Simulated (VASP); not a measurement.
Cs3SI:

```
Cs S I
1.0
     6.26404    0.00000    0.00000
     0.00000    6.26404    0.00000
     0.00000    0.00000    6.26404
Cs S I
3 1 1
Direct
  0.00000 0.50000 0.50000
  0.50000 0.00000 0.50000
  0.50000 0.50000 0.00000
  0.50000 0.50000 0.50000
  0.00000 0.00000 0.00000
```

The cell was generated, and may not be a known phase.

| Property | Result |
| --- | --- |
| Program | VASP 6.6.1 |
| Task | relaxation of cell and atoms |
| Functional | PBE |
| Potentials or basis | VASP PAW PBE potentials, release 64 (Cs_sv, S, I) |
| Cutoff | 600 eV |
| k mesh | 4 × 4 × 4 |
| Occupations | gaussian, width 0.1 eV |
| Spin | no spin polarisation |

At the start: pressure 2.9 GPa; volume 49.16 Å³/atom.

Where does the relaxation end?

Over 4 steps the energy falls by 81.0 meV/atom and the volume is 60.36 Å³/atom (+22.8 %); space group Pm-3m (No. 221, to 0.1 Å) before and after.

The path:
```tsv
step	energy change (eV)	largest force (eV/Å)	pressure (GPa)	volume (Å³)
1	0.0000	0.0000	2.87	245.79
2	-0.3533	0.0000	0.81	278.44
3	-0.3876	0.0000	-0.38	314.56
4	-0.4049	0.0000	-0.04	301.80
```

Final structure:
```cif
data_structure
_symmetry_space_group_name_H-M 'P 1'
_symmetry_Int_Tables_number 1
_cell_length_a 6.7077
_cell_length_b 6.7077
_cell_length_c 6.7077
_cell_angle_alpha 90.000
_cell_angle_beta 90.000
_cell_angle_gamma 90.000
_cell_volume 301.80
loop_
_atom_site_label
_atom_site_type_symbol
_atom_site_fract_x
_atom_site_fract_y
_atom_site_fract_z
_atom_site_occupancy
Cs1 Cs 0.00000 0.50000 0.50000 1
Cs2 Cs 0.50000 0.00000 0.50000 1
Cs3 Cs 0.50000 0.50000 0.00000 1
S1 S 0.50000 0.50000 0.50000 1
I1 I 0.00000 0.00000 0.00000 1
```

Caveat: the volume moved by over 15 % at a fixed basis, so the end points are rough.
